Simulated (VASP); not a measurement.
# Ge (Ia-3) in VASP: single point with PBEsol

Aim: the single point of Ge with PBEsol.

Everything below comes from runs of VASP 6.6.1. Logs are shortened: lines on timing, memory, paths and dates and some standing lists are left out, and cuts for length are marked.

### Step 1. The cell of the first run

It takes space group Ia-3 (No. 206, cubic). Conventional cell: a = 6.939 Å, b = 6.939 Å, c = 6.939 Å, α = 90.00°, β = 90.00°, γ = 90.00°. Ge (site symmetry 3) has 4 Ge at 2.45 to 2.49 Å within 3.2 Å.

### Step 2. Single point, PBEsol

Input file INCAR:

```
SYSTEM = Ge
PREC = Accurate
ENCUT = 520
EDIFF = 1E-6
ISMEAR = 0
SIGMA = 0.1
LREAL = .FALSE.
LASPH = .TRUE.
NELM = 100
ALGO = Normal
ISIF = 2
LWAVE = .FALSE.
LCHARG = .FALSE.
GGA = PS
NBANDS = 66
```

Input file KPOINTS:

```
Automatic mesh
0
G
  8 8 8
  0 0 0
```

Input file POSCAR:

```
Ge
1.0
   -3.4696630980      3.4696630980      3.4696630980
    3.4696630980     -3.4696630980      3.4696630980
    3.4696630980      3.4696630980     -3.4696630980
Ge
8
Direct
    0.5000000000      0.0000000000      0.7958385093
    0.7958385093      0.5000000000      0.0000000000
    0.0000000000      0.7958385093      0.5000000000
    0.7041614907      0.7041614907      0.7041614907
    0.5000000000      0.0000000000      0.2041614907
    0.2041614907      0.5000000000      0.0000000000
    0.0000000000      0.2041614907      0.5000000000
    0.2958385093      0.2958385093      0.2958385093
```

Potentials or basis: VASP PAW PBE potentials, release 64 (Ge_d).

Run with:

```console
$ cat potpaw_PBE.64/Ge_d/POTCAR > POTCAR
$ mpirun -np 1 vasp_std > vasp.out
```

OUTCAR:

```text
SYSTEM = Ge
   PREC = Accurate
   ENCUT = 520
   EDIFF = 1E-6
   ISMEAR = 0
   LREAL = .FALSE.
   LASPH = .TRUE.
   NELM = 100
   ISIF = 2
   GGA = PS

 ion  position               nearest neighbor table
   1  0.500  0.000  0.796-   5 2.45   4 2.49   2 2.49   3 2.49
   2  0.796  0.500  0.000-   6 2.45   4 2.49   3 2.49   1 2.49
   3  0.000  0.796  0.500-   7 2.45   4 2.49   1 2.49   2 2.49
   4  0.704  0.704  0.704-   8 2.45   2 2.49   3 2.49   1 2.49
   5  0.500  0.000  0.204-   1 2.45   8 2.49   7 2.49   6 2.49
   6  0.204  0.500  0.000-   2 2.45   8 2.49   5 2.49   7 2.49
   7  0.000  0.204  0.500-   3 2.45   8 2.49   6 2.49   5 2.49
   8  0.296  0.296  0.296-   4 2.45   5 2.49   6 2.49   7 2.49

  LATTYP: Found a body centered cubic cell.
 ALAT       =     6.9393261960

  Lattice vectors:

 A1 = (  -3.4696630980,   3.4696630980,   3.4696630980)
 A2 = (   3.4696630980,  -3.4696630980,   3.4696630980)
 A3 = (   3.4696630980,   3.4696630980,  -3.4696630980)

Analysis of symmetry for initial positions (statically):
=====================================================================
 Subroutine PRICEL returns:
 Original cell was already a primitive cell.

 Routine SETGRP: Setting up the symmetry group for a
 body centered cubic supercell.

 Subroutine GETGRP returns: Found 24 space group operations
 (whereof  6 operations were pure point group operations)
 out of a pool of 48 trial point group operations.

The static configuration has the point symmetry S_6 .
 The point group associated with its full space group is T_h .

Analysis of symmetry for dynamics (positions and initial velocities):
=====================================================================
 Subroutine PRICEL returns:
 Original cell was already a primitive cell.

 Routine SETGRP: Setting up the symmetry group for a
 body centered cubic supercell.

 Subroutine GETGRP returns: Found 24 space group operations
 (whereof  6 operations were pure point group operations)
 out of a pool of 48 trial point group operations.

The dynamic configuration has the point symmetry S_6 .
 The point group associated with its full space group is T_h .

 Subroutine INISYM returns: Found 24 space group operations
 (whereof  6 operations are pure point group operations),
 and found     1 'primitive' translations

----------------------------------------------------------------------------------------

                                     Primitive cell

  volume of cell :     167.0790

  direct lattice vectors                    reciprocal lattice vectors
    -3.469663098  3.469663098  3.469663098     0.000000000  0.144106210  0.144106210
     3.469663098 -3.469663098  3.469663098     0.144106210  0.000000000  0.144106210
     3.469663098  3.469663098 -3.469663098     0.144106210  0.144106210  0.000000000

  length of vectors
     6.009632771  6.009632771  6.009632771     0.203796957  0.203796957  0.203796957

  position of ions in fractional coordinates (direct lattice)
     0.500000000  0.000000000  0.795838509
     0.795838509  0.500000000  0.000000000
     0.000000000  0.795838509  0.500000000
     0.704161491  0.704161491  0.704161491
     0.500000000  0.000000000  0.204161491
     0.204161491  0.500000000  0.000000000
     0.000000000  0.204161491  0.500000000
     0.295838509  0.295838509  0.295838509

  ion indices of the primitive-cell ions
   primitive index   ion index
                 1           1
                 2           2
                 3           3
                 4           4
                 5           5
                 6           6
                 7           7
                 8           8

----------------------------------------------------------------------------------------

 KPOINTS: Automatic mesh

Automatic generation of k-mesh.
 Grid dimensions read from file:
 generate k-points for:    8    8    8

 Generating k-lattice:

  Cartesian coordinates                     Fractional coordinates (reciprocal lattice)
     0.000000000  0.018013276  0.018013276     0.125000000  0.000000000  0.000000000
     0.018013276  0.000000000  0.018013276     0.000000000  0.125000000  0.000000000
     0.018013276  0.018013276  0.000000000     0.000000000  0.000000000  0.125000000

  Length of vectors
     0.025474620  0.025474620  0.025474620

  Shift w.r.t. Gamma in fractional coordinates (k-lattice)
     0.000000000  0.000000000  0.000000000

 Subroutine IBZKPT returns following result:
 ===========================================

 Found     35 irreducible k-points:

 Following reciprocal coordinates:
            Coordinates               Weight
  0.000000  0.000000  0.000000      1.000000
  0.125000  0.000000  0.000000     12.000000
  0.250000  0.000000  0.000000     12.000000
  0.375000  0.000000  0.000000     12.000000
  0.500000  0.000000  0.000000      6.000000
  0.125000  0.125000  0.000000     24.000000
[... 16 lines left out ...]
  0.500000  0.500000  0.125000     12.000000
 -0.375000  0.500000  0.125000     24.000000
 [... further k-points ...]
   k-points           NKPTS =     35   k-points in BZ     NKDIM =     35   number of bands    NBANDS=     66
   number of dos      NEDOS =    301   number of ions     NIONS =      8
   total plane-waves  NPLWV = 110592
   dimension x,y,z NGX =    48 NGY =   48 NGZ =   48
   dimension x,y,z NGXF=    96 NGYF=   96 NGZF=   96
   ions per type =               8
   NGX,Y,Z   is equivalent  to a cutoff of  13.28, 13.28, 13.28 a.u.
   NGXF,Y,Z  is equivalent  to a cutoff of  26.56, 26.56, 26.56 a.u.
 SYSTEM =  Ge
   PREC   = accura    normal or accurate (medium, high low for compatibility)
   ISTART =      0    job   : 0-new  1-cont  2-samecut
   ICHARG =      2    charge: 1-file 2-atom 10-const
   ISPIN  =      1    spin polarized calculation?
   LNONCOLLINEAR =      F non collinear calculations
   LSORBIT =      F    spin-orbit coupling
   LASPH  =      T    aspherical Exc in radial PAW
   ENCUT  =  520.0 eV  38.22 Ry    6.18 a.u.  11.17 11.17 11.17*2*pi/ulx,y,z
   NELM   =    100;   NELMIN=  2; NELMDL= -5     # of ELM steps
   EDIFF  = 0.1E-05   stopping-criterion for ELM
   LREAL  =      F    real-space projection
   EDIFFG = 0.1E-04   stopping-criterion for IOM
   NSW    =      0    number of steps for IOM
   IBRION =     -1    ionic relax: 0-MD 1-quasi-New 2-CG
   NFREE  =      0    steps in history (QN), initial steepest desc. (CG)
   ISIF   =      2    stress and relaxation
   ISYM   =      2    0-nonsym 1-usesym 2-fastsym
   POTIM  = 0.5000    time-step for ionic-motion
   TEBEG  =    0.0;   TEEND  =   0.0 temperature during run
   PSTRESS=    0.0 pullay stress
   NELECT =     112.0000    total number of electrons
   NUPDOWN=      -1.0000    fix difference up-down
   EMIN   =  10.00;   EMAX   =-10.00  energy-range for DOS
   EFERMI =   0.00;   METHOD = LEGACY
   ISMEAR =     0;   SIGMA  =   0.10  broadening in eV -4-tet -1-fermi 0-gaus
   EFERMI_NEDOS =   21; number of points for ismear=-14 and -15
   IALGO  =     38    algorithm
   IMIX   =      4    mixing-type and parameters
     AMIX     =   0.40;   BMIX     =  1.00
     AMIX_MAG =   1.60;   BMIX_MAG =  1.00
  volume/ion in A,a.u.               =      20.88       140.94
  Fermi-wavevector in a.u.,A,eV,Ry     =   1.432760  2.707524 27.930067  2.052802
  Thomas-Fermi vector in A             =   2.552353
   LORBIT       =      0    0 simple, 1 ext, 2 COOP (PROOUT), +10 PAW based schemes
   GGA     = PS    functional components
   LHFCALC =     F    Hartree Fock is set to
   AEXX    =    0.0000 exact exchange contribution
   IVDW    =     0    specifies the selected vdW correction
   LEPSILON=     F    determine dielectric tensor
   LRPA    =     F    only Hartree local field effects (RPA)
 non-spin polarized calculation
 Gauss-broadening in eV      SIGMA  =   0.10
  energy-cutoff  :      520.00
  volume of cell :      167.08
 maximum number of plane-waves:      4537
 NGX is ok and might be reduce to    48
   NGX = 23   NGY = 23   NGZ = 23

 number of electron     112.0000005 magnetization

 Free energy of the ion-electron system (eV)
  ---------------------------------------------------
  ext. energy  EPLUGINS =         0.00000000
  ---------------------------------------------------
  free energy    TOTEN  =       -38.57313733 eV

  energy without entropy =      -38.56800757  energy(sigma->0) =      -38.57057245

 E-fermi :   5.5624     XC(G=0): -10.6912

 val. band max:        5.5491509065   @ k =   0.1250  -0.1250   0.3750
 cond. band min:       5.6739041546   @ k =  -0.3750   0.3750   0.3750
 fundamental gap:      0.1247532481
 Fermi energy:         5.5624295248

 k-point     1 :       0.0000    0.0000    0.0000
  band No.  band energies     occupation
      1     -19.2611      2.00000
      2     -19.2543      2.00000
      3     -19.2543      2.00000
      4     -19.2543      2.00000
      5     -19.2440      2.00000
      6     -19.2440      2.00000
[... 58 lines left out ...]
     65      10.4201      0.00000
     66      12.2649      0.00000

 k-point     2 :       0.1250    0.0000    0.0000
  band No.  band energies     occupation
      1     -19.2615      2.00000
      2     -19.2580      2.00000
      3     -19.2546      2.00000
      4     -19.2529      2.00000
      5     -19.2404      2.00000
      6     -19.2404      2.00000
[... 58 lines left out ...]
     65      10.7347      0.00000
     66      11.4996      0.00000

 k-point     3 :       0.2500    0.0000    0.0000
  band No.  band energies     occupation
      1     -19.2625      2.00000
      2     -19.2621      2.00000
      3     -19.2530      2.00000
      4     -19.2497      2.00000
      5     -19.2392      2.00000
      6     -19.2355      2.00000
[... 1438 lines left out ...]
     65       9.9679      0.00000
     66      10.0065      0.00000

 k-point    24 :      -0.3750    0.5000    0.1250
  band No.  band energies     occupation
      1     -19.2655      2.00000
      2     -19.2639      2.00000
      3     -19.2595      2.00000
      4     -19.2317      2.00000
      5     -19.2281      2.00000
      6     -19.2225      2.00000
[... 58 lines left out ...]
     65      10.0689      0.00000
     66      10.1389      0.00000

 [... further k-points ...]

------------------------ aborting loop because EDIFF is reached ----------------------------------------

  FORCE on cell =-STRESS in cart. coord.  units (eV):
  Direction    XX          YY          ZZ          XY          YZ          ZX
  --------------------------------------------------------------------------------------
  -------------------------------------------------------------------------------------
  Total       -0.0907528     -0.0907528     -0.0907528      0.0000000      0.0000000      0.0000000
  in kB       -0.8702596     -0.8702596     -0.8702596      0.0000000      0.0000000      0.0000000
  external PRESSURE =      -0.8702596 kB  Pullay stress =       0.0000000 kB

 VOLUME and BASIS-vectors are now :
 -----------------------------------------------------------------------------
  energy-cutoff  :      520.00
  volume of cell :      167.08
      direct lattice vectors                 reciprocal lattice vectors
    -3.469663098  3.469663098  3.469663098     0.000000000  0.144106210  0.144106210
     3.469663098 -3.469663098  3.469663098     0.144106210  0.000000000  0.144106210
     3.469663098  3.469663098 -3.469663098     0.144106210  0.144106210  0.000000000

 POSITION                                       TOTAL-FORCE (eV/Angst)
 -----------------------------------------------------------------------------------
      1.02646      4.49612     -1.02646        -0.000400     -0.000400      0.000400
     -1.02646      1.02646      4.49612         0.000400     -0.000400     -0.000400
      4.49612     -1.02646      1.02646        -0.000400      0.000400     -0.000400
      2.44320      2.44320      2.44320         0.000400      0.000400      0.000400
     -1.02646      2.44320      1.02646         0.000400      0.000400     -0.000400
      1.02646     -1.02646      2.44320        -0.000400      0.000400      0.000400
      2.44320      1.02646     -1.02646         0.000400     -0.000400      0.000400
      1.02646      1.02646      1.02646        -0.000400     -0.000400     -0.000400
 -----------------------------------------------------------------------------------
    total drift:                                0.000000      0.000000     -0.000000

  FREE ENERGIE OF THE ION-ELECTRON SYSTEM (eV)
  ---------------------------------------------------
  free  energy   TOTEN  =       -38.5731373268 eV

  energy  without entropy=      -38.5680075650  energy(sigma->0) =      -38.57057245
```

Wall time 4.7 min (1 thread of AMD EPYC 7R13 (Zen 3), shared host); peak memory 0.43 GiB.

Results:

* Free energy: -38.5731 eV
* Pressure: -0.1 GPa
* Band gap on the k mesh: zero (bands 56 and 57 overlap by 0.75 eV)

Caveat: semilocal functionals underestimate gaps, so a narrow gap can read as zero; the PAW data sets were made with another functional, which shifts forces and pressure a little.
